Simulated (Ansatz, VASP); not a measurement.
NbTe: VASP beside Ansatz

File POSCAR:

```
NbTe
1.0
    3.7756001657      0.0000000000      0.0000000000
   -1.8878000828      3.2697656581      0.0000000000
    0.0000000000      0.0000000000      3.7666649043
Te Nb
1 1
Direct
    0.6666666667      0.3333333333      0.0000000000
    0.0000000000      0.0000000000      0.5000000000
```

File INCAR.step1:

```
SYSTEM = NbTe
ALGO = Normal ; EDIFF = 1E-4
ENCUT = 520 ; GGA = PE
ISMEAR = -1 ; LASPH = .TRUE.
LCHARG = .FALSE. ; LREAL = .FALSE.
LWAVE = .TRUE. ; NBANDS = 16
NELM = 100 ; PREC = Accurate
SIGMA = 0.05
```

INCAR.step2

```
SYSTEM = NbTe
ALGO = Normal ; EDIFF = 1E-7
ENCUT = 520 ; ISIF = 2
ISMEAR = -1 ; ISTART = 1
LASPH = .TRUE. ; LCHARG = .FALSE.
LMIXTAU = .TRUE. ; LREAL = .FALSE.
LWAVE = .FALSE. ; METAGGA = R2SCAN
NBANDS = 16 ; NELM = 100
PREC = Accurate ; SIGMA = 0.05
```

Contents of KPOINTS:

```
k-points
0
G
  8 8 7
  0 0 0
```

The input input.yaml:

```yaml
crystal:
  lattice:
    - [3.7756001657, 0.0, 0.0]
    - [-1.8878000828, 3.2697656581, 0.0]
    - [0.0, 0.0, 3.7666649043]
  atoms:
    - { symbol: Te, position: [0.6666666667, 0.3333333333, 0.0] }
    - { symbol: Nb, position: [0.0, 0.0, 0.5] }
hamiltonian:
  xc: r2scan
  pseudopotentials: { kind: paw }
kpoints:
  mp_grid: { grid: [8, 8, 7] }
scf:
  occupations: { method: fermi_dirac, width: 0.05 }
output:
  forces: true
  stress: true
  eigenvalues: true
```

Alike in both runs: task single point; functional r2SCAN; k mesh 8 × 8 × 7; occupations fermi-dirac, width 0.05 eV; no spin polarisation.

|  | VASP | Ansatz |
| --- | --- | --- |
| version | VASP 6.6.1 | Ansatz 0.2.0 |
| potentials or method | VASP PAW PBE potentials, release 64 (Te, Nb_sv) | Ansatz PAW |
| plane-wave cutoff (eV) | 520 | 500 |
| valence electrons in the cell | 19 | 29 |

|  | VASP | Ansatz | Ansatz less VASP |
| --- | --- | --- | --- |
| gap on the k mesh at the Fermi level (eV) | none | none | - |
| pressure (GPa) | -7.7 | -7.6 | +0.11 |
| traceless stress, the component that is largest in VASP (GPa) | -1.25 | -1.21 | +0.039 |

VASP's potentials were made for PBE, not for r2SCAN. A gap of «none» marks a metal or a gap that the smearing closes. With one functional, cell and mesh, what is left measures potentials, basis and numerics. VASP's potentials hold 19 valence electrons a cell and Ansatz's 29, so a difference there can come from the potentials and not from the codes.

Spin-orbit coupling is off throughout.
